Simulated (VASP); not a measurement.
Write the native input for VASP 6.6.1 that does the following.

```yaml
Task: single point
Functional: PBE
Potentials_or_basis: VASP PAW PBE potentials, release 64 (Al, In_d, N)
Cutoff: 520 eV
k_mesh: 6 × 6 × 6
Occupations: gaussian, width 0.05 eV
Spin: no spin polarisation
Dipole_correction: no
Further_INCAR_settings: ALGO = Normal; EDIFF = 1e-06; NBANDS = 46
```

The structure of Al2InN3 lies in POSCAR:

```
Al2InN3
1.0
    4.9165698135     -2.8275486720      0.0000000000
    4.9165698135      2.8275486720      0.0000000000
    0.0000000000      0.0000000000      5.2490743872
Al In N
4 2 6
Direct
    0.0084427086      0.3348641725      0.9917411822
    0.6651358275      0.9915572914      0.9917411822
    0.9915572914      0.6651358275      0.4917411822
    0.3348641725      0.0084427086      0.4917411822
    0.3220722962      0.6779277038      0.9869930315
    0.6779277038      0.3220722962      0.4869930315
    0.0367610679      0.3336262977      0.3556963910
    0.6663737023      0.9632389321      0.3556963910
    0.9632389321      0.6663737023      0.8556963910
    0.3336262977      0.0367610679      0.8556963910
    0.2982358752      0.7017641248      0.4061317922
    0.7017641248      0.2982358752      0.9061317922
```

These files were run (other wordings do the same):

INCAR

```
PREC = Accurate ; ENCUT = 520
EDIFF = 1E-6 ; ISMEAR = 0
SIGMA = 0.05 ; LREAL = F
LASPH = T ; NELM = 100
ALGO = Normal ; ISIF = 2
LWAVE = F ; LCHARG = F
GGA = PE ; NBANDS = 46
```

KPOINTS

```
regular mesh
0
Gamma
  6 6 6
```

Potentials or basis: VASP PAW PBE potentials, release 64 (Al, In_d, N).

Launch:

```bash
$ cat potpaw_PBE.64/Al/POTCAR potpaw_PBE.64/In_d/POTCAR potpaw_PBE.64/N/POTCAR > POTCAR
$ mpirun -np 1 vasp_std > vasp.out
```

It gave:

| Property | Result |
| --- | --- |
| Pressure | -0.1 GPa |
| Largest force | 0.027 eV/Å |
| Band gap on the k mesh | 2.16 eV |

Caveat: spin-orbit coupling is left out, which moves the levels of the heavy elements.

Run time: 8.1 min on 1 thread of Oxide Virtual Turin-like Processor (shared host), peak memory 0.38 GiB.
